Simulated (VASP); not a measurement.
A run of VASP 6.6.1 is set up as follows.

File INCAR:

```
SYSTEM = Ir
  PREC = Accurate
  ENCUT = 520
  EDIFF = 1E-6
  ISMEAR = 0
  SIGMA = 0.15
  LREAL = .False.
  LASPH = .True.
  NELM = 80
  ALGO = Normal
  ISIF = 2
  LWAVE = .False.
  LCHARG = .True.
  GGA = PS
  LELF = .True.
  LVHAR = .True.
  NBANDS = 10
```

KPOINTS

```
Automatic mesh
0
Gamma
  22 22 22
  0 0 0
```

POSCAR

```
Ir
1.0
    0.0000000000      1.8717075000      1.8237150000
    1.8717075000      0.0000000000      1.8237150000
    1.8717075000      1.8717075000      0.0000000000
Ir
1
Direct
    0.0000000000      0.0000000000      0.0000000000
```

Potentials or basis: VASP PAW PBE potentials, release 64 (Ir).

Command:

```bash
$ cat potpaw_PBE.64/Ir/POTCAR > POTCAR
$ mpirun -np 1 vasp_std > vasp.out
```

(1) Predict the pressure.

(2) Estimate the band gap on the k mesh.

Answers

(1) 48.8 GPa.

(2) zero (an odd number of electrons rules out a gap without spin polarisation).

Caveat: the cell differs from its parent crystal (strain -0.025 along x and y, -0.050 along z); the cell stands under pressure; the PAW data sets were made with another functional, which shifts forces and pressure a little; spin-orbit coupling is left out, which moves the levels of the heavy elements.
